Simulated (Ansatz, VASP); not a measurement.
Two plane-wave programs on RbIr3

File INCAR:

```
SYSTEM = RbIr3
ALGO = Normal
EDIFF = 1E-7
ENCUT = 520
GGA = PE
ISIF = 2
ISMEAR = 0
LASPH = .True.
LCHARG = .True.
LELF = .True.
LREAL = .False.
LVHAR = .True.
LWAVE = .False.
NBANDS = 46
NELM = 80
PREC = Accurate
SIGMA = 0.1
```

File KPOINTS:

```
k-points
0
Gamma
  3 3 4
  0 0 0
```

File POSCAR:

```
RbIr3
1.0
    6.1904415372      0.0000000000      0.0000000000
   -3.0952207686      5.3610796318      0.0000000000
    0.0000000000      0.0000000000      4.9687844711
Rb Ir
2 6
Direct
    0.3333333333      0.6666666667      0.2500000000
    0.6666666667      0.3333333333      0.7500000000
    0.8330000000      0.6660000000      0.2500000000
    0.1670000000      0.8330000000      0.7500000000
    0.3340000000      0.1670000000      0.2500000000
    0.1670000000      0.3340000000      0.7500000000
    0.8330000000      0.1670000000      0.2500000000
    0.6660000000      0.8330000000      0.7500000000
```

Input for Ansatz:

```yaml
crystal:
  lattice:
    - [6.1904415372, 0.0, 0.0]
    - [-3.0952207686, 5.3610796318, 0.0]
    - [0.0, 0.0, 4.9687844711]
  atoms:
    - { symbol: Rb, position: [0.3333333333, 0.6666666667, 0.25] }
    - { symbol: Rb, position: [0.6666666667, 0.3333333333, 0.75] }
    - { symbol: Ir, position: [0.833, 0.666, 0.25] }
    - { symbol: Ir, position: [0.167, 0.833, 0.75] }
    - { symbol: Ir, position: [0.334, 0.167, 0.25] }
    - { symbol: Ir, position: [0.167, 0.334, 0.75] }
    - { symbol: Ir, position: [0.833, 0.167, 0.25] }
    - { symbol: Ir, position: [0.666, 0.833, 0.75] }
basis:
  ecutwfc: 420
kpoints:
  mp_grid: { grid: [3, 3, 4] }
hamiltonian:
  xc: pbe
scf:
  occupations: { method: gaussian, width: 0.1 }
  lower_state_search: "off"
output:
  forces: true
  stress: true
  eigenvalues: true
```

Alike in both runs: task single point; functional PBE; k mesh 3 × 3 × 4; occupations gaussian, width 0.1 eV; no spin polarisation.

```csv
,VASP,Ansatz
version,VASP 6.6.1,Ansatz 0.2.0
potentials or method,"VASP PAW PBE potentials, release 64 (Rb_sv, Ir), cutoff 520 eV","scalar-relativistic, plane waves, PAW"
valence electrons in the cell,72,120
```

```csv
,VASP,Ansatz,Ansatz less VASP
gap on the k mesh at the Fermi level (eV),none,none,-
pressure (GPa),-12.5,-12.9,-0.35
"traceless stress, the component that is largest in VASP (GPa)",-1.49,-1.52,-0.030
rms of the force components (eV/Å),0.562,0.556,-0.0064
```

Atom by atom the forces differ by 0.006 eV/Å (rms over components). A gap of «none» marks a metal or a gap that the smearing closes. VASP's potentials hold 72 valence electrons a cell and Ansatz's 120, so a difference there can come from the potentials and not from the codes.

The k mesh is coarse, so the values compare programs but aren't converged. Spin-orbit coupling is off throughout.
